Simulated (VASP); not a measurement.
Input of a VASP 6.6.1 run:

Contents of INCAR:

```
ALGO = Normal ; EDIFF = 1E-7
ENCUT = 520 ; GGA = PE
ISIF = 2 ; ISMEAR = 0
LASPH = True ; LCHARG = False
LREAL = False ; LWAVE = False
NBANDS = 11 ; NELM = 80
PREC = Accurate ; SIGMA = 0.05
```

The input KPOINTS:

```
k-points
0
Gamma
  10 10 10
```

File POSCAR:

```
AlN
1.0
    0.0000000000      2.5212363955      1.6388036571
    2.5212363955      0.0000000000      1.6388036571
    2.5212363955      2.5212363955      0.0000000000
Al N
1 1
Direct
    0.0000000000      0.0000000000      0.0000000000
    0.7500000000      0.7500000000      0.7500000000
```

Potentials or basis: VASP PAW PBE potentials, release 64 (Al, N).

Launch:

```bash
$ cat potpaw_PBE.64/Al/POTCAR potpaw_PBE.64/N/POTCAR > POTCAR
$ mpirun -np 1 vasp_std > vasp.out
```

(1) Estimate the pressure.

(2) Predict the band gap on the k mesh.

Results:

(1) -10.5 GPa.

(2) 2.53 eV, direct.
